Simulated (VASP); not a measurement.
Write the native input for VASP 6.6.1 that does the following.

```yaml
Task: relaxation of cell and atoms
Functional: BLYP
Dispersion: D4
Potentials_or_basis: VASP PAW PBE potentials, release 64 (Ni)
Cutoff: 600 eV
k_mesh: 12 × 12 × 7
Occupations: fermi-dirac, width 0.05 eV
Spin: collinear spin, ferromagnetic start
Starting_moments: "[1.0, 1.0] μB"
Dipole_correction: no
Further_INCAR_settings: ALGO = Normal; EDIFF = 1e-06; IBRION = 2; EDIFFG = -0.01; NSW = 60; ISIF = 3
```

The structure of Ni lies in POSCAR:

```
Ni
1.0
    2.4480228978      0.0000000000      0.0000000000
   -1.2240114489      2.1200500186      0.0000000000
    0.0000000000      0.0000000000      4.0728075700
Ni
2
Direct
    0.6666666667      0.3333333333      0.7500000000
    0.3333333333      0.6666666667      0.2500000000
```

This isn't the form of Ni at room conditions, which is fcc.

These files were run (other wordings do the same):

INCAR

```
PREC = Accurate
ENCUT = 600
EDIFF = 1E-6
ISMEAR = -1
SIGMA = 0.05
LREAL = F
LASPH = T
NELM = 150
ALGO = Normal
ISIF = 3
LWAVE = F
LCHARG = F
ISPIN = 2
MAGMOM = 1 1
LORBIT = 11
LMAXMIX = 4
GGA = B5
ALDAX = 1.0
AGGAX = 1.0
AGGAC = 1.0
ALDAC = 0.0
IVDW = 13
VDW_S6 = 1.0
VDW_S8 = 2.34076671
VDW_A1 = 0.44488865
VDW_A2 = 4.0933009
IBRION = 2
NSW = 60
EDIFFG = -0.01
```

KPOINTS

```
Automatic mesh
0
Gamma
  12 12 7
```

Potentials or basis: VASP PAW PBE potentials, release 64 (Ni).

Run with:

```bash
$ cat potpaw_PBE.64/Ni/POTCAR > POTCAR
$ mpirun -np 1 vasp_std > vasp.out
```

It gave:

```
Relaxed volume                                        : 10.73 Å³/atom
Relaxed cell                                          : a = 2.471 Å, b = 2.471 Å, c = 4.059 Å, α = 90.00°, β = 90.00°, γ = 120.00°
Space group after relaxing (to 0.1 Å)                 : P6_3/mmc (No. 194)
Energy gained by relaxing                             : 2.5 meV/atom
Ionic steps                                           : 6
Pressure after relaxing                               : 0.1 GPa
Net moment                                            : 1.23 μB per cell
Site moments                                          : Ni +0.62 μB
Valence electrons inside the program's atomic spheres : Ni 9.38
Dispersion energy per atom                            : -0.895 eV
```

Caveat: the PAW data sets were made with another functional, which shifts forces and pressure a little.

Wall time 110 s on 1 thread of Intel(R) Xeon(R) 6975P-C (Granite Rapids), with other jobs on the host, peak memory 0.18 GiB.
